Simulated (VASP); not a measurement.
# Sc2GeTe4 (C2/m) in VASP: further runs

The runs below take Sc2GeTe4 through single point, relaxation of cell and atoms, with PBE.

All numbers are computed with VASP 6.6.1; they aren't measurements. Logs are shortened: lines on timing, memory, paths and dates and some standing lists are left out, and cuts for length are marked.

## (1) The cell of the first run

It takes space group C2/m (No. 12, monoclinic). The conventional cell has a = 15.613 Å, b = 4.166 Å, c = 7.253 Å, α = 90.00°, β = 116.05°, γ = 90.00°. Within 4.0 Å of Sc (site symmetry m) lie 6 Te at 2.89 to 3.02 Å and 1 Ge at 3.64 Å and 2 Sc at 3.94 Å. Ge (site symmetry 2/m) has 6 Te at 3.01 to 3.03 Å and 2 Sc at 3.64 Å within 4.0 Å. Within 3.8 Å of Te (site symmetry m) lie 3 Sc at 2.89 to 2.94 Å and 1 Ge at 3.01 Å. Within 4.5 Å of Te (site symmetry m) lie 3 Sc at 2.97 to 3.02 Å and 2 Ge at 3.03 Å and 12 Te at 4.01 to 4.40 Å.

## (2) Single point, PBE

Input file INCAR:

```
PREC = Accurate ; ENCUT = 520
EDIFF = 1E-6 ; ISMEAR = 0
SIGMA = 0.1 ; LREAL = F
LASPH = T ; NELM = 80
ALGO = Normal ; ISIF = 2
LWAVE = F ; LCHARG = F
GGA = PE ; NBANDS = 39
```

Input file KPOINTS:

```
Automatic mesh
0
Gamma
  4 2 4
```

Input file POSCAR:

```
Sc2GeTe4
1.0
    0.0000000000      4.1664296658      0.0000000000
   -3.1799487426      0.0000000000      6.5191116062
    7.8064092624     -2.0832148329     -0.0059384933
Sc Ge Te
2 1 4
Direct
    0.7412794146      0.7214387724      0.4825588291
    0.2587205854      0.2785612276      0.5174411709
    0.0000000000      0.0000000000      0.0000000000
    0.1224200102      0.4569375191      0.2448400204
    0.8775799898      0.5430624809      0.7551599796
    0.6361325464      0.9774010448      0.2722650928
    0.3638674536      0.0225989552      0.7277349072
```

Potentials or basis: VASP PAW PBE potentials, release 64 (Sc_sv, Ge_d, Te).

On the command line:

```
cat potpaw_PBE.64/Sc_sv/POTCAR potpaw_PBE.64/Ge_d/POTCAR potpaw_PBE.64/Te/POTCAR > POTCAR
mpirun -np 1 vasp_std > vasp.out
```

OUTCAR:

```text
PREC = Accurate
   ENCUT = 520
   EDIFF = 1E-6
   ISMEAR = 0
   LREAL = F
   LASPH = T
   NELM = 80
   ISIF = 2
   GGA = PE

 ion  position               nearest neighbor table
   1  0.741  0.721  0.483-   4 2.89   4 2.89   5 2.94   6 2.97   7 3.02   7 3.02
   2  0.259  0.279  0.517-   5 2.89   5 2.89   4 2.94   7 2.97   6 3.02   6 3.02
   3  0.000  0.000  0.000-   4 3.01   5 3.01   6 3.03   6 3.03   7 3.03   7 3.03
   4  0.122  0.457  0.245-   1 2.89   1 2.89   2 2.94   3 3.01
   5  0.878  0.543  0.755-   2 2.89   2 2.89   1 2.94   3 3.01
   6  0.636  0.977  0.272-   1 2.97   2 3.02   2 3.02   3 3.03   3 3.03
   7  0.364  0.023  0.728-   2 2.97   1 3.02   1 3.02   3 3.03   3 3.03

  LATTYP: Found a base centered monoclinic cell.
 ALAT       =    15.6128230423
 B/A-ratio  =     0.2668594689
 C/A-ratio  =     0.4645755904
 COS(beta)  =    -0.4390954492

  Lattice vectors:

 A1 = (   7.8064092624,  -2.0832148329,  -0.0059384933)
 A2 = (   7.8064092624,   2.0832148329,  -0.0059384933)
 A3 = (  -3.1799487426,   0.0000000000,   6.5191116062)

Analysis of symmetry for initial positions (statically):
=====================================================================
 Subroutine PRICEL returns:
 Original cell was already a primitive cell.

 Routine SETGRP: Setting up the symmetry group for a
 base centered monoclinic supercell.

 Subroutine GETGRP returns: Found  4 space group operations
 (whereof  4 operations were pure point group operations)
 out of a pool of  4 trial point group operations.

The static configuration has the point symmetry C_2h.

Analysis of symmetry for dynamics (positions and initial velocities):
=====================================================================
 Subroutine PRICEL returns:
 Original cell was already a primitive cell.

 Routine SETGRP: Setting up the symmetry group for a
 base centered monoclinic supercell.

 Subroutine GETGRP returns: Found  4 space group operations
 (whereof  4 operations were pure point group operations)
 out of a pool of  4 trial point group operations.

The dynamic configuration has the point symmetry C_2h.

 Subroutine INISYM returns: Found  4 space group operations
 (whereof  4 operations are pure point group operations),
 and found     1 'primitive' translations

----------------------------------------------------------------------------------------

                                     Primitive cell

  volume of cell :     211.9545

  direct lattice vectors                    reciprocal lattice vectors
     0.000000000  4.166429666  0.000000000     0.064073710  0.240013652  0.031254429
    -3.179948743  0.000000000  6.519111606     0.000116734  0.000000000  0.153452076
     7.806409262 -2.083214833 -0.005938493     0.128147420  0.000000000  0.062508859

  length of vectors
     4.166429666  7.253336483  8.079594351     0.250377381  0.153452120  0.142580219

  position of ions in fractional coordinates (direct lattice)
     0.741279415  0.721438772  0.482558829
     0.258720585  0.278561228  0.517441171
     0.000000000  0.000000000  0.000000000
     0.122420010  0.456937519  0.244840020
     0.877579990  0.543062481  0.755159980
     0.636132546  0.977401045  0.272265093
     0.363867454  0.022598955  0.727734907

  ion indices of the primitive-cell ions
   primitive index   ion index
                 1           1
                 2           2
                 3           3
                 4           4
                 5           5
                 6           6
                 7           7

----------------------------------------------------------------------------------------

 KPOINTS: Automatic mesh

Automatic generation of k-mesh.
 Grid dimensions read from file:
 generate k-points for:    4    2    4

 Generating k-lattice:

  Cartesian coordinates                     Fractional coordinates (reciprocal lattice)
     0.016018428  0.060003413  0.007813607     0.250000000  0.000000000 -0.000000000
     0.000058367  0.000000000  0.076726038     0.000000000  0.500000000  0.000000000
     0.032036855  0.000000000  0.015627215     0.000000000  0.000000000  0.250000000

  Length of vectors
     0.062594345  0.076726060  0.035645055

  Shift w.r.t. Gamma in fractional coordinates (k-lattice)
     0.000000000  0.000000000  0.000000000

 Subroutine IBZKPT returns following result:
 ===========================================

 Found     14 irreducible k-points:

 Following reciprocal coordinates:
            Coordinates               Weight
  0.000000  0.000000  0.000000      1.000000
  0.250000 -0.000000 -0.000000      4.000000
  0.500000 -0.000000 -0.000000      2.000000
  0.000000  0.500000 -0.000000      1.000000
  0.250000  0.500000  0.000000      4.000000
  0.500000  0.500000 -0.000000      2.000000
  0.000000  0.000000  0.250000      2.000000
  0.250000  0.000000  0.250000      4.000000
  0.500000 -0.000000  0.250000      2.000000
  0.000000  0.500000  0.250000      2.000000
[... 37 lines left out ...]
   ISMEAR =     0;   SIGMA  =   0.10  broadening in eV -4-tet -1-fermi 0-gaus
   EFERMI_NEDOS =   21; number of points for ismear=-14 and -15
   IALGO  =     38    algorithm
   IMIX   =      4    mixing-type and parameters
     AMIX     =   0.40;   BMIX     =  1.00
     AMIX_MAG =   1.60;   BMIX_MAG =  1.00
  volume/ion in A,a.u.               =      30.28       204.33
  Fermi-wavevector in a.u.,A,eV,Ry     =   1.074924  2.031312 15.721006  1.155461
  Thomas-Fermi vector in A             =   2.210766
   LORBIT       =      0    0 simple, 1 ext, 2 COOP (PROOUT), +10 PAW based schemes
   GGA     = PE    functional components
   LHFCALC =     F    Hartree Fock is set to
   AEXX    =    0.0000 exact exchange contribution
   IVDW    =     0    specifies the selected vdW correction
   LEPSILON=     F    determine dielectric tensor
   LRPA    =     F    only Hartree local field effects (RPA)
 non-spin polarized calculation
 Gauss-broadening in eV      SIGMA  =   0.10
  energy-cutoff  :      520.00
  volume of cell :      211.95
 maximum number of plane-waves:      5728
 NGX is ok and might be reduce to    32

 number of electron      59.9999990 magnetization

 Free energy of the ion-electron system (eV)
  ---------------------------------------------------
  ext. energy  EPLUGINS =         0.00000000
  ---------------------------------------------------
  free energy    TOTEN  =       -35.66324347 eV

  energy without entropy =      -35.66290832  energy(sigma->0) =      -35.66307589

 E-fermi :   4.8417     XC(G=0):  -9.1773

 val. band max:        4.6864269262   @ k =   0.0000   0.0000   0.5000
 cond. band min:       5.0154802645   @ k =   0.5000   0.5000  -0.0000
 fundamental gap:      0.3290533384
 Fermi energy:         4.8417029946

 k-point     1 :       0.0000    0.0000    0.0000
  band No.  band energies     occupation
      1     -45.3600      2.00000
      2     -45.3579      2.00000
      3     -23.9981      2.00000
      4     -23.9719      2.00000
      5     -23.9667      2.00000
      6     -23.9626      2.00000
[... 31 lines left out ...]
     38       7.0533      0.00000
     39       7.4954      0.00000

 k-point     2 :       0.2500   -0.0000   -0.0000
  band No.  band energies     occupation
      1     -45.3593      2.00000
      2     -45.3578      2.00000
      3     -23.9930      2.00000
      4     -23.9777      2.00000
      5     -23.9705      2.00000
      6     -23.9691      2.00000
[... 31 lines left out ...]
     38       7.1251      0.00000
     39       7.2604      0.00000

 k-point     3 :       0.5000   -0.0000   -0.0000
  band No.  band energies     occupation
      1     -45.3581      2.00000
      2     -45.3581      2.00000
      3     -23.9877      2.00000
      4     -23.9877      2.00000
      5     -23.9752      2.00000
      6     -23.9751      2.00000
[... 412 lines left out ...]
 k-point    13 :       0.0000    0.0000    0.5000
  band No.  band energies     occupation
      1     -45.3600      2.00000
      2     -45.3579      2.00000
      3     -23.9981      2.00000
      4     -23.9719      2.00000
      5     -23.9667      2.00000
      6     -23.9626      2.00000
[... 31 lines left out ...]
     38       6.8924      0.00000
     39       7.5390      0.00000

 k-point    14 :       0.0000    0.5000    0.5000
  band No.  band energies     occupation
      1     -45.3597      2.00000
      2     -45.3583      2.00000
      3     -23.9898      2.00000
      4     -23.9765      2.00000
      5     -23.9653      2.00000
      6     -23.9645      2.00000
[... 31 lines left out ...]
     38       7.0801      0.00000
     39       7.4351      0.00000

------------------------ aborting loop because EDIFF is reached ----------------------------------------

  FORCE on cell =-STRESS in cart. coord.  units (eV):
  Direction    XX          YY          ZZ          XY          YZ          ZX
  --------------------------------------------------------------------------------------
  -------------------------------------------------------------------------------------
  Total       -0.1077162      0.5163811      0.0035162      0.0000000      0.0000000      0.0315631
  in kB       -0.8142333      3.9033574      0.0265792      0.0000000      0.0000000      0.2385873
  external PRESSURE =       1.0385678 kB  Pullay stress =       0.0000000 kB

 VOLUME and BASIS-vectors are now :
 -----------------------------------------------------------------------------
  energy-cutoff  :      520.00
  volume of cell :      211.95
      direct lattice vectors                 reciprocal lattice vectors
     0.000000000  4.166429666  0.000000000     0.064073710  0.240013652  0.031254429
    -3.179948743  0.000000000  6.519111606     0.000116734  0.000000000  0.153452076
     7.806409262 -2.083214833 -0.005938493     0.128147420  0.000000000  0.062508859

 POSITION                                       TOTAL-FORCE (eV/Angst)
 -----------------------------------------------------------------------------------
      1.47291      2.08321      4.70027        -0.014323      0.000000     -0.036033
      3.15355     -0.00000      1.81290         0.014323      0.000000      0.036033
      0.00000      0.00000      0.00000        -0.000000      0.000000     -0.000000
      0.45828      0.00000      2.97737        -0.005890     -0.000000     -0.008653
      4.16818      2.08321      3.53580         0.005890      0.000000      0.008653
     -0.98267      2.08321      6.37017        -0.036717      0.000000     -0.008798
      5.60913      0.00000      0.14300         0.036717     -0.000000      0.008798
 -----------------------------------------------------------------------------------
    total drift:                                0.000000     -0.000000      0.000000

  FREE ENERGIE OF THE ION-ELECTRON SYSTEM (eV)
  ---------------------------------------------------
  free  energy   TOTEN  =       -35.6632434698 eV

  energy  without entropy=      -35.6629083187  energy(sigma->0) =      -35.66307589
```

It took 83 s on 1 thread of Intel Xeon 6975P-C (Granite Rapids), shared host; peak memory 0.38 GiB.

What came out:

| Property | Result |
| --- | --- |
| Free energy | -35.6632 eV |
| Pressure | 0.1 GPa |
| Largest force | 0.039 eV/Å |
| Band gap on the k mesh | 0.33 eV (least direct gap 0.67 eV) |

Forces on the atoms (eV/Å):
```
Sc  -0.014  0.000 -0.036
Sc   0.014  0.000  0.036
Ge   0.000  0.000  0.000
Te  -0.006  0.000 -0.009
Te   0.006  0.000  0.009
Te  -0.037  0.000 -0.009
Te   0.037  0.000  0.009
```

Stress tensor (GPa, compression positive):
```
-0.08  0.00  0.02
 0.00  0.39  0.00
 0.02  0.00  0.00
```

Caveat: the k points lie up to 0.43 Å⁻¹ apart; semilocal functionals underestimate gaps, and a narrow one can read as zero; spin-orbit coupling is left out, which moves the levels of the heavy elements. A k mesh can miss the band edges.

## (3) Single point, PBE

This run uses another cell than the first one, of the same volume but with other edges.

Input file INCAR:

```
PREC = Accurate
ENCUT = 520
EDIFF = 1E-6
ISMEAR = 0
SIGMA = 0.2
LREAL = False
LASPH = True
NELM = 60
ALGO = Normal
ISIF = 2
LWAVE = False
LCHARG = False
GGA = PE
NBANDS = 39
```

Input file KPOINTS:

```
Automatic mesh
0
Gamma
  4 4 3
```

Input file POSCAR:

```
Sc2GeTe4
1.0
    7.7688774339     -2.0938452163      0.0917950269
    7.7688774339      2.0938452163      0.0917950269
   -3.2365466956      0.0000000000      6.4652853034
Sc Ge Te
2 1 4
Direct
    0.7409658517      0.7409658517      0.7210074978
    0.2590341483      0.2590341483      0.2789925022
    0.0000000000      0.0000000000      0.0000000000
    0.1221741455      0.1221741455      0.4578420655
    0.8778258545      0.8778258545      0.5421579345
    0.6359370957      0.6359370957      0.9781634931
    0.3640629043      0.3640629043      0.0218365069
```

Potentials or basis: VASP PAW PBE potentials, release 64 (Sc_sv, Ge_d, Te).

On the command line:

```
cat potpaw_PBE.64/Sc_sv/POTCAR potpaw_PBE.64/Ge_d/POTCAR potpaw_PBE.64/Te/POTCAR > POTCAR
mpirun -np 1 vasp_std > vasp.out
```

Wall time 2.5 min (1 thread of Intel Xeon 6975P-C (Granite Rapids), shared host); peak memory 0.51 GiB.

It converged, with:

* Free energy: -35.6810 eV
* Pressure: 0.1 GPa
* Largest force: 0.022 eV/Å
* Band gap on the k mesh: 0.47 eV (least direct gap 0.67 eV)

Forces on the atoms (eV/Å):
```
Sc  -0.015  0.000 -0.008
Sc   0.015  0.000  0.008
Ge   0.000  0.000  0.000
Te  -0.013  0.000 -0.004
Te   0.013  0.000  0.004
Te  -0.021  0.000 -0.008
Te   0.021  0.000  0.008
```

Levels at points of the mesh, in eV from the valence-band top:
| k point | band 27 | band 28 | band 29 | band 30 | band 31 | band 32 | band 33 | band 34 |
| --- | --- | --- | --- | --- | --- | --- | --- | --- |
| (0.00, 0.00, 0.00) | -1.18 | -0.74 | -0.37 | -0.19 | 0.48 | 1.28 | 1.35 | 1.38 |
| (0.50, 0.00, 0.00) | -1.90 | -1.46 | -1.40 | -0.86 | 1.04 | 1.27 | 1.46 | 1.85 |
| (0.50, 0.50, 0.00) | -1.43 | -0.35 | -0.15 | 0.00 | 1.04 | 1.12 | 1.14 | 1.38 |

Caveat: semilocal functionals underestimate gaps, and a narrow one can read as zero; spin-orbit coupling is left out, which moves the levels of the heavy elements. A k mesh can miss the band edges.

## (4) Relaxation of cell and atoms, PBE

This run uses another cell than the first one, of 26.54 Å³/atom.

Input file INCAR:

```
  PREC = Accurate
  ENCUT = 600
  EDIFF = 1E-6
  ISMEAR = 0
  SIGMA = 0.2
  LREAL = False
  LASPH = True
  NELM = 100
  ALGO = Normal
  ISIF = 3
  LWAVE = False
  LCHARG = False
  GGA = PE
  IBRION = 2
  NSW = 36
  EDIFFG = -0.08
```

Input file KPOINTS:

```
regular mesh
0
Gamma
  4 4 3
```

Input file POSCAR:

```
Sc2GeTe4
1.0
    7.4300000000     -2.0100000000      0.0000000000
    7.4300000000      2.0100000000      0.0000000000
   -3.1688536900      0.0000000000      6.2192255400
Sc Ge Te
2 1 4
Direct
    0.7400000000      0.7400000000      0.7200000000
    0.2600000000      0.2600000000      0.2800000000
    0.0000000000      0.0000000000      0.0000000000
    0.1200000000      0.1200000000      0.4500000000
    0.8800000000      0.8800000000      0.5500000000
    0.6350000000      0.6350000000      0.9750000000
    0.3650000000      0.3650000000      0.0250000000
```

On the command line:

```
cat potpaw_PBE.64/Sc_sv/POTCAR potpaw_PBE.64/Ge_d/POTCAR potpaw_PBE.64/Te/POTCAR > POTCAR
mpirun -np 1 vasp_std > vasp.out
```

It took 14 min on 1 thread of Intel Xeon 6975P-C (Granite Rapids), shared host; peak memory 0.64 GiB.

It converged, with:

```yaml
Free_energy: -35.6774 eV
Relaxed_volume: 30.29 Å³/atom
Relaxed_cell: a = 8.030 Å, b = 8.030 Å, c = 7.279 Å, α = 115.19°, β = 115.19°, γ = 30.22°
Space_group_after_relaxing_to_0.1_Å: C2/m (No. 12)
Energy_gained_by_relaxing: 86.5 meV/atom
Ionic_steps: 8
Pressure_after_relaxing: -0.1 GPa
Largest_force_after_relaxing: 0.065 eV/Å
Band_gap_on_the_k_mesh: 0.48 eV (least direct gap 0.69 eV)
```

Forces on the atoms (eV/Å):
```
Sc   0.023  0.000  0.041
Sc  -0.023  0.000 -0.041
Ge   0.000  0.000  0.000
Te   0.023  0.000  0.001
Te  -0.023  0.000 -0.001
Te   0.005  0.000  0.065
Te  -0.005  0.000 -0.065
```

Stress tensor (GPa, compression positive):
```
-0.01  0.00  0.08
 0.00 -0.04  0.00
 0.08  0.00 -0.23
```

Step by step:
```tsv
step	energy change (eV)	largest force (eV/Å)	pressure (GPa)	volume (Å³)
1	0.0000	0.7715	8.27	185.76
2	-0.4169	0.6532	-3.15	225.05
3	-0.5870	0.2954	0.04	209.81
4	-0.5868	0.2850	0.17	209.31
5	-0.5952	0.1857	0.15	209.77
6	-0.6019	0.0855	0.14	210.56
7	-0.6020	0.0846	0.15	210.69
8	-0.6056	0.0653	-0.09	212.03
```

Final structure:
```yaml
crystal:
  lattice:
    - [7.75211, -2.09301, 0.05793]
    - [7.75211, 2.09301, 0.05793]
    - [-3.25747, 0.00000, 6.50968]
  atoms:
    - { symbol: Sc, position: [0.74008, 0.74008, 0.71959] }
    - { symbol: Sc, position: [0.25992, 0.25992, 0.28041] }
    - { symbol: Ge, position: [0.00000, 0.00000, 0.00000] }
    - { symbol: Te, position: [0.12147, 0.12147, 0.45599] }
    - { symbol: Te, position: [0.87853, 0.87853, 0.54401] }
    - { symbol: Te, position: [0.63551, 0.63551, 0.97602] }
    - { symbol: Te, position: [0.36449, 0.36449, 0.02398] }
```

Levels at points of the mesh, in eV from the valence-band top:
```
           k point  band 28  band 29  band 30  band 31  band 32  band 33
(0.00, 0.00, 0.00)    -0.68    -0.36    -0.20     0.49     1.31     1.37
(0.50, 0.00, 0.00)    -1.43    -1.36    -0.81     1.08     1.28     1.47
(0.50, 0.50, 0.00)    -0.36    -0.13     0.00     1.07     1.13     1.17
```

Caveat: semilocal functionals underestimate gaps, and a narrow one can read as zero; spin-orbit coupling is left out, which moves the levels of the heavy elements; the relaxation stopped at a loose force limit of 0.08 eV/Å, so its end isn't a converged minimum. A k mesh can miss the band edges.

## (5) The runs side by side

| task | cell | k mesh | cutoff (eV) | smearing | gap on the mesh (eV) | pressure (GPa) | largest force (eV/Å) |
| --- | --- | --- | --- | --- | --- | --- | --- |
| single point | a = 4.166, b = 7.253, c = 8.080 Å, angles 115.1, 104.9, 90.0°, 7 atoms, atomic positions A | 4 × 2 × 4 | 520 | gaussian 0.1 eV | 0.33 | 0.1 | 0.04 |
| single point | a = 8.047, b = 8.047, c = 7.230 Å, angles 115.0, 115.0, 30.2°, 7 atoms, atomic positions B | 4 × 4 × 3 | 520 | gaussian 0.2 eV | 0.47 | 0.1 | 0.02 |
| relaxation of cell and atoms | relaxed from a = 7.697, b = 7.697, c = 6.980 Å, angles 116.0, 116.0, 30.3°, 7 atoms, atomic positions C | 4 × 4 × 3 | 600 | gaussian 0.2 eV | 0.48 | -0.1 | 0.07 |

Alike in all rows: level PBE; potentials or basis VASP PAW PBE potentials, release 64 (Sc_sv, Ge_d, Te); no spin polarisation.

Caveats: some runs use coarse meshes; semilocal functionals underestimate gaps, and a narrow one can read as zero; spin-orbit coupling is left out, which moves the levels of the heavy elements; the relaxation stopped at a loose force limit of 0.08 eV/Å, so its end isn't a converged minimum (at least some runs).

Total energies depend on the potentials used, so only differences within one code and one set of settings carry meaning.
